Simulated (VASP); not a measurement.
# AlW3 (P4/mmm) in VASP: a series of runs

Runs on AlW3. Level: PBE. Tasks: single point, relaxation of cell and atoms.

All numbers are computed with VASP 6.6.1; they aren't measurements. Logs are shortened: lines on timing, memory, paths and dates and some standing lists are left out, and cuts for length are marked.

## Step 1: The cell of the first run

It takes space group P4/mmm (No. 123, tetragonal). The conventional cell has a = 3.305 Å, b = 3.305 Å, c = 5.791 Å, α = 90.00°, β = 90.00°, γ = 90.00°. Within 3.6 Å of Al (site symmetry 4/mmm) lie 10 W at 2.72 to 2.90 Å and 4 Al at 3.31 Å. W (site symmetry 4mm) has 4 Al at 2.72 Å and 10 W at 2.78 to 3.31 Å within 3.6 Å. W (site symmetry 4/mmm) has 12 W at 2.78 to 3.31 Å and 2 Al at 2.90 Å within 3.7 Å.

## Step 2: Single point, PBE

INCAR

```
SYSTEM = AlW3
PREC = Accurate
ENCUT = 520
EDIFF = 1E-6
ISMEAR = 0
SIGMA = 0.1
LREAL = .FALSE.
LASPH = .TRUE.
NELM = 60
ALGO = Fast
ISIF = 2
LWAVE = .FALSE.
LCHARG = .FALSE.
GGA = PE
NBANDS = 30
```

KPOINTS

```
Automatic mesh
0
G
  6 6 2
  0 0 0
```

POSCAR

```
AlW3
1.0
    3.3050131637      0.0000000000      0.0000000000
    0.0000000000      3.3050131637      0.0000000000
    0.0000000000      0.0000000000      5.7914212234
Al W
1 3
Direct
    0.0000000000      0.0000000000      0.0000000000
    0.5000000000      0.5000000000      0.7583814935
    0.0000000000      0.0000000000      0.5000000000
    0.5000000000      0.5000000000      0.2416185065
```

Potentials or basis: VASP PAW PBE potentials, release 64 (Al, W_sv).

The run is started by

```
> cat potpaw_PBE.64/Al/POTCAR potpaw_PBE.64/W_sv/POTCAR > POTCAR
> mpirun -np 1 vasp_std > vasp.out
```

OUTCAR:

```text
SYSTEM = AlW3
   PREC = Accurate
   ENCUT = 520
   EDIFF = 1E-6
   ISMEAR = 0
   LREAL = .FALSE.
   LASPH = .TRUE.
   NELM = 60
   ISIF = 2
   GGA = PE

 ion  position               nearest neighbor table
   1  0.000  0.000  0.000-   4 2.72   4 2.72   4 2.72   4 2.72   2 2.72   2 2.72   2 2.72   2 2.72
                             3 2.90   3 2.90
   2  0.500  0.500  0.758-   1 2.72   1 2.72   1 2.72   1 2.72   3 2.78   3 2.78   3 2.78   3 2.78
                             4 2.80   4 2.99
   3  0.000  0.000  0.500-   2 2.78   2 2.78   2 2.78   2 2.78   4 2.78   4 2.78   4 2.78   4 2.78
                             1 2.90   1 2.90
   4  0.500  0.500  0.242-   1 2.72   1 2.72   1 2.72   1 2.72   3 2.78   3 2.78   3 2.78   3 2.78
                             2 2.80   2 2.99

  LATTYP: Found a simple tetragonal cell.
 ALAT       =     3.3050131637
 C/A-ratio  =     1.7523141169

  Lattice vectors:

 A1 = (   3.3050131637,   0.0000000000,   0.0000000000)
 A2 = (   0.0000000000,   3.3050131637,   0.0000000000)
 A3 = (   0.0000000000,   0.0000000000,   5.7914212234)

Analysis of symmetry for initial positions (statically):
=====================================================================
 Subroutine PRICEL returns:
 Original cell was already a primitive cell.

 Routine SETGRP: Setting up the symmetry group for a
 simple tetragonal supercell.

 Subroutine GETGRP returns: Found 16 space group operations
 (whereof 16 operations were pure point group operations)
 out of a pool of 16 trial point group operations.

The static configuration has the point symmetry D_4h.

Analysis of symmetry for dynamics (positions and initial velocities):
=====================================================================
 Subroutine PRICEL returns:
 Original cell was already a primitive cell.

 Routine SETGRP: Setting up the symmetry group for a
 simple tetragonal supercell.

 Subroutine GETGRP returns: Found 16 space group operations
 (whereof 16 operations were pure point group operations)
 out of a pool of 16 trial point group operations.

The dynamic configuration has the point symmetry D_4h.

 Subroutine INISYM returns: Found 16 space group operations
 (whereof 16 operations are pure point group operations),
 and found     1 'primitive' translations

----------------------------------------------------------------------------------------

                                     Primitive cell

  volume of cell :      63.2603

  direct lattice vectors                    reciprocal lattice vectors
     3.305013164  0.000000000  0.000000000     0.302570656  0.000000000  0.000000000
     0.000000000  3.305013164  0.000000000     0.000000000  0.302570656  0.000000000
     0.000000000  0.000000000  5.791421223     0.000000000  0.000000000  0.172669188

  length of vectors
     3.305013164  3.305013164  5.791421223     0.302570656  0.302570656  0.172669188

  position of ions in fractional coordinates (direct lattice)
     0.000000000  0.000000000  0.000000000
     0.500000000  0.500000000  0.758381493
     0.000000000  0.000000000  0.500000000
     0.500000000  0.500000000  0.241618506

  ion indices of the primitive-cell ions
   primitive index   ion index
                 1           1
                 2           2
                 3           3
                 4           4

----------------------------------------------------------------------------------------

 KPOINTS: Automatic mesh

Automatic generation of k-mesh.
 Grid dimensions read from file:
 generate k-points for:    6    6    2

 Generating k-lattice:

  Cartesian coordinates                     Fractional coordinates (reciprocal lattice)
     0.050428443  0.000000000  0.000000000     0.166666667  0.000000000  0.000000000
     0.000000000  0.050428443  0.000000000     0.000000000  0.166666667  0.000000000
     0.000000000  0.000000000  0.086334594     0.000000000  0.000000000  0.500000000

  Length of vectors
     0.050428443  0.050428443  0.086334594

  Shift w.r.t. Gamma in fractional coordinates (k-lattice)
     0.000000000  0.000000000  0.000000000

 Subroutine IBZKPT returns following result:
 ===========================================

 Found     20 irreducible k-points:

 Following reciprocal coordinates:
            Coordinates               Weight
  0.000000  0.000000  0.000000      1.000000
  0.166667  0.000000  0.000000      4.000000
  0.333333  0.000000  0.000000      4.000000
  0.500000  0.000000  0.000000      2.000000
  0.166667  0.166667  0.000000      4.000000
  0.333333  0.166667  0.000000      8.000000
[... 12 lines left out ...]
  0.500000  0.333333  0.500000      4.000000
  0.500000  0.500000  0.500000      1.000000
   k-points           NKPTS =     20   k-points in BZ     NKDIM =     20   number of bands    NBANDS=     30
   number of dos      NEDOS =    301   number of ions     NIONS =      4
   total plane-waves  NPLWV =  37632
   dimension x,y,z NGX =    28 NGY =   28 NGZ =   48
   dimension x,y,z NGXF=    56 NGYF=   56 NGZF=   96
   ions per type =               1   3
   NGX,Y,Z   is equivalent  to a cutoff of  14.08, 14.08, 13.78 a.u.
   NGXF,Y,Z  is equivalent  to a cutoff of  28.17, 28.17, 27.56 a.u.
 SYSTEM =  AlW3
   PREC   = accura    normal or accurate (medium, high low for compatibility)
   ISTART =      0    job   : 0-new  1-cont  2-samecut
   ICHARG =      2    charge: 1-file 2-atom 10-const
   ISPIN  =      1    spin polarized calculation?
   LNONCOLLINEAR =      F non collinear calculations
   LSORBIT =      F    spin-orbit coupling
   LASPH  =      T    aspherical Exc in radial PAW
   ENCUT  =  520.0 eV  38.22 Ry    6.18 a.u.   6.15  6.15 10.77*2*pi/ulx,y,z
   NELM   =     60;   NELMIN=  2; NELMDL= -5     # of ELM steps
   EDIFF  = 0.1E-05   stopping-criterion for ELM
   LREAL  =      F    real-space projection
   EDIFFG = 0.1E-04   stopping-criterion for IOM
   NSW    =      0    number of steps for IOM
   IBRION =     -1    ionic relax: 0-MD 1-quasi-New 2-CG
   NFREE  =      0    steps in history (QN), initial steepest desc. (CG)
   ISIF   =      2    stress and relaxation
   ISYM   =      2    0-nonsym 1-usesym 2-fastsym
   POTIM  = 0.5000    time-step for ionic-motion
   TEBEG  =    0.0;   TEEND  =   0.0 temperature during run
   PSTRESS=    0.0 pullay stress
   NELECT =      45.0000    total number of electrons
   NUPDOWN=      -1.0000    fix difference up-down
   EMIN   =  10.00;   EMAX   =-10.00  energy-range for DOS
   EFERMI =   0.00;   METHOD = LEGACY
   ISMEAR =     0;   SIGMA  =   0.10  broadening in eV -4-tet -1-fermi 0-gaus
   EFERMI_NEDOS =   21; number of points for ismear=-14 and -15
   IALGO  =     68    algorithm
   IMIX   =      4    mixing-type and parameters
     AMIX     =   0.40;   BMIX     =  1.00
     AMIX_MAG =   1.60;   BMIX_MAG =  1.00
  volume/ion in A,a.u.               =      15.82       106.73
  Fermi-wavevector in a.u.,A,eV,Ry     =   1.461398  2.761642 29.057744  2.135684
  Thomas-Fermi vector in A             =   2.577734
   LORBIT       =      0    0 simple, 1 ext, 2 COOP (PROOUT), +10 PAW based schemes
   GGA     = PE    functional components
   LHFCALC =     F    Hartree Fock is set to
   AEXX    =    0.0000 exact exchange contribution
   IVDW    =     0    specifies the selected vdW correction
   LEPSILON=     F    determine dielectric tensor
   LRPA    =     F    only Hartree local field effects (RPA)
 non-spin polarized calculation
 RMM-DIIS sequential band-by-band and
 Gauss-broadening in eV      SIGMA  =   0.10
  energy-cutoff  :      520.00
  volume of cell :       63.26
 maximum number of plane-waves:      1733
 NGX is ok and might be reduce to    28
   NGX = 13   NGY = 13   NGZ = 21

 number of electron      45.0000002 magnetization

 Free energy of the ion-electron system (eV)
  ---------------------------------------------------
  ext. energy  EPLUGINS =         0.00000000
  ---------------------------------------------------
  free energy    TOTEN  =       -42.09799984 eV

  energy without entropy =      -42.07830407  energy(sigma->0) =      -42.08815196

 E-fermi :  10.3346     XC(G=0): -12.8462

 val. band max:       10.3206513673   @ k =   0.3333   0.0000   0.5000
 cond. band min:      10.3990324631   @ k =   0.5000   0.0000   0.5000
 fundamental gap:      0.0783810958
 Fermi energy:        10.3346348439

 k-point     1 :       0.0000    0.0000    0.0000
  band No.  band energies     occupation
      1     -63.6904      2.00000
      2     -63.3521      2.00000
      3     -63.3358      2.00000
      4     -28.0262      2.00000
      5     -28.0117      2.00000
      6     -28.0117      2.00000
[... 22 lines left out ...]
     29      15.2297      0.00000
     30      15.2416      0.00000

 k-point     2 :       0.1667    0.0000    0.0000
  band No.  band energies     occupation
      1     -63.6856      2.00000
      2     -63.3547      2.00000
      3     -63.3346      2.00000
      4     -28.0855      2.00000
      5     -28.0797      2.00000
      6     -27.9704      2.00000
[... 22 lines left out ...]
     29      14.0464      0.00000
     30      14.1701      0.00000

 k-point     3 :       0.3333    0.0000    0.0000
  band No.  band energies     occupation
      1     -63.6757      2.00000
      2     -63.3601      2.00000
      3     -63.3323      2.00000
      4     -28.1840      2.00000
      5     -28.1781      2.00000
      6     -27.8628      2.00000
[... 22 lines left out ...]
     29      13.1210      0.00000
     30      14.8429      0.00000

 k-point     4 :       0.5000    0.0000    0.0000
  band No.  band energies     occupation
      1     -63.6706      2.00000
      2     -63.3629      2.00000
      3     -63.3311      2.00000
      4     -28.2243      2.00000
      5     -28.2213      2.00000
      6     -27.7708      2.00000
[... 484 lines left out ...]
     29      14.0364      0.00000
     30      15.9243      0.00000

 k-point    19 :       0.5000    0.3333    0.5000
  band No.  band energies     occupation
      1     -63.6670      2.00000
      2     -63.3499      2.00000
      3     -63.3370      2.00000
      4     -28.2046      2.00000
      5     -28.1646      2.00000
      6     -28.0556      2.00000
[... 22 lines left out ...]
     29      14.4116      0.00000
     30      14.9176      0.00000

 k-point    20 :       0.5000    0.5000    0.5000
  band No.  band energies     occupation
      1     -63.6658      2.00000
      2     -63.3486      2.00000
      3     -63.3358      2.00000
      4     -28.2378      2.00000
      5     -28.2378      2.00000
      6     -27.9399      2.00000
[... 22 lines left out ...]
     29      13.2746      0.00000
     30      13.8905      0.00000

------------------------ aborting loop because EDIFF is reached ----------------------------------------

  FORCE on cell =-STRESS in cart. coord.  units (eV):
  Direction    XX          YY          ZZ          XY          YZ          ZX
  --------------------------------------------------------------------------------------
  -------------------------------------------------------------------------------------
  Total        0.0956632      0.0956632      0.0763748      0.0000000      0.0000000      0.0000000
  in kB        2.4228356      2.4228356      1.9343231      0.0000000      0.0000000      0.0000000
  external PRESSURE =       2.2599981 kB  Pullay stress =       0.0000000 kB

 VOLUME and BASIS-vectors are now :
 -----------------------------------------------------------------------------
  energy-cutoff  :      520.00
  volume of cell :       63.26
      direct lattice vectors                 reciprocal lattice vectors
     3.305013164  0.000000000  0.000000000     0.302570656  0.000000000  0.000000000
     0.000000000  3.305013164  0.000000000     0.000000000  0.302570656  0.000000000
     0.000000000  0.000000000  5.791421223     0.000000000  0.000000000  0.172669188

 POSITION                                       TOTAL-FORCE (eV/Angst)
 -----------------------------------------------------------------------------------
      0.00000      0.00000      0.00000        -0.000000      0.000000      0.000000
      1.65251      1.65251      4.39211        -0.000000     -0.000000      0.022052
      0.00000      0.00000      2.89571        -0.000000      0.000000      0.000000
      1.65251      1.65251      1.39931         0.000000     -0.000000     -0.022052
 -----------------------------------------------------------------------------------
    total drift:                                0.000000      0.000000      0.000000

  FREE ENERGIE OF THE ION-ELECTRON SYSTEM (eV)
  ---------------------------------------------------
  free  energy   TOTEN  =       -42.0979998418 eV

  energy  without entropy=      -42.0783040735  energy(sigma->0) =      -42.08815196
```

It took 26 s on 1 thread of Intel Xeon 6975P-C (Granite Rapids), shared host; peak memory 0.19 GiB.

Results:

```
Free energy   : -42.0980 eV
Pressure      : 0.2 GPa
Largest force : 0.022 eV/Å
```

Forces on the atoms (eV/Å):
```
Al   0.000  0.000  0.000
W    0.000  0.000  0.022
W    0.000  0.000  0.000
W    0.000  0.000 -0.022
```

Caveat: the k points lie up to 0.54 Å⁻¹ apart; spin-orbit coupling is left out, which moves the levels of the heavy elements.

## Step 3: Single point, PBE

This run uses another cell than the first one, of 21.27 Å³/atom, 1.345 times its volume.

INCAR

```
PREC     = Accurate       # precision mode
ENCUT    = 520            # plane-wave cutoff, eV
EDIFF    = 1E-6           # SCF threshold, eV
ISMEAR   = 0              # smearing method
SIGMA    = 0.1            # smearing width, eV
LREAL    = False          # projectors in reciprocal space
LASPH    = True           # aspherical terms in the spheres
NELM     = 80             # most SCF steps
ALGO     = Normal         # electronic algorithm
ISIF     = 2              # what is computed and relaxed
LWAVE    = False          # write WAVECAR
LCHARG   = False          # write CHGCAR
GGA      = PE             # functional
NBANDS   = 30             # bands
```

KPOINTS

```
regular mesh
0
Gamma
  6 6 2
```

POSCAR

```
AlW3
1.0
    3.2262187500      0.0000000000      0.0000000000
    0.0000000000      3.2262187500      0.0000000000
    0.0000000000      0.0000000000      8.1745722000
Al W
1 3
Direct
    0.0000000000      0.0000000000      0.0000000000
    0.5000000000      0.5000000000      0.7661913000
    0.0000000000      0.0000000000      0.5000000000
    0.5000000000      0.5000000000      0.2338087000
```

Potentials or basis: VASP PAW PBE potentials, release 64 (Al, W_sv).

The run is started by

```
> cat potpaw_PBE.64/Al/POTCAR potpaw_PBE.64/W_sv/POTCAR > POTCAR
> mpirun -np 1 vasp_std > vasp.out
```

Wall time 21 s (1 thread of Intel Xeon 6975P-C (Granite Rapids), shared host); peak memory 0.2 GiB.

The run converged. Its results:

```
Free energy   : -37.7234 eV
Pressure      : -37.8 GPa
Largest force : 1.376 eV/Å
```

Forces on the atoms (eV/Å):
```
Al   0.000  0.000  0.000
W    0.000  0.000 -1.376
W    0.000  0.000  0.000
W    0.000  0.000  1.376
```

Stress tensor (GPa, compression positive):
```
-39.21   0.00   0.00
  0.00 -39.21   0.00
  0.00   0.00 -34.99
```

Levels at points of the mesh, in eV from the Fermi level:
```
           k point  band 20  band 21  band 22  band 23  band 24  band 25
(0.00, 0.00, 0.00)     0.01     0.01     0.49     0.49     0.64     1.10
(0.50, 0.00, 0.00)    -0.54    -0.47    -0.36    -0.26    -0.23     0.34
(0.50, 0.50, 0.00)     0.04     0.55     0.62     0.62     0.90     0.90
(0.00, 0.00, 0.50)    -0.21    -0.21     0.50     0.60     1.07     1.07
(0.50, 0.00, 0.50)    -0.63    -0.49    -0.44    -0.34    -0.13     0.49
(0.50, 0.50, 0.50)    -1.10    -1.10    -0.98     1.95     2.21     2.39
```

Caveat: the k points lie up to 0.38 Å⁻¹ apart; spin-orbit coupling is left out, which moves the levels of the heavy elements; forces of over 1 eV/Å act on the atoms, so gaps and moduli don't describe the material at rest.

## Step 4: Single point, PBE

INCAR

```
SYSTEM = AlW3
  PREC = Accurate
  ENCUT = 520
  EDIFF = 1E-7
  ISMEAR = 0
  SIGMA = 0.1
  LREAL = .False.
  LASPH = .True.
  NELM = 100
  ALGO = Fast
  ISIF = 2
  LWAVE = .False.
  LCHARG = .False.
  GGA = PE
  NBANDS = 30
```

KPOINTS

```
regular mesh
0
Gamma
  6 6 4
  0 0 0
```

POSCAR

```
AlW3
1.0
    3.3057660619      0.0000000000      0.0000000000
    0.0000000000      3.3057660619      0.0000000000
    0.0000000000      0.0000000000      5.7868476143
Al W
1 3
Direct
    0.0000000000      0.0000000000      0.0000000000
    0.5000000000      0.5000000000      0.7539817120
    0.0000000000      0.0000000000      0.5000000000
    0.5000000000      0.5000000000      0.2460182880
```

The run is started by

```
> cat potpaw_PBE.64/Al/POTCAR potpaw_PBE.64/W_sv/POTCAR > POTCAR
> mpirun -np 1 vasp_std > vasp.out
```

Wall time 43 s (1 thread of Intel Xeon 6975P-C (Granite Rapids), shared host); peak memory 0.2 GiB.

Results (log left out):

```yaml
Free_energy: -42.0721 eV
Pressure: 0.5 GPa
Largest_force: 0.050 eV/Å
```

Forces in eV/Å, atoms in the order of the input:
```
Al   0.000  0.000  0.000
W    0.000  0.000  0.050
W    0.000  0.000  0.000
W    0.000  0.000 -0.050
```

Stress tensor (GPa, compression positive):
```
0.55 0.00 0.00
0.00 0.55 0.00
0.00 0.00 0.46
```

Levels at points of the mesh, in eV from the Fermi level:
```
           k point  band 19  band 20  band 21  band 22  band 23  band 24  band 25  band 26
(0.00, 0.00, 0.00)    -1.41    -1.41    -1.22    -0.61    -0.61     0.42     1.31     2.31
(0.50, 0.00, 0.00)    -2.66    -1.25    -1.01    -0.42     0.10     0.93     2.01     2.27
(0.50, 0.50, 0.00)    -2.57    -0.88    -0.88    -0.24     1.52     1.52     1.82     2.64
(0.00, 0.00, 0.50)    -1.12    -1.12    -1.10     0.34     0.34     0.35     0.35     0.91
(0.50, 0.00, 0.50)    -2.58    -2.19    -1.32    -0.54     0.08     0.14     1.43     1.65
(0.50, 0.50, 0.50)    -2.55    -1.85    -1.85    -1.34     1.86     2.12     2.39     2.39
```

Caveat: spin-orbit coupling is left out, which moves the levels of the heavy elements.

(Continued in part 2 of 2.)
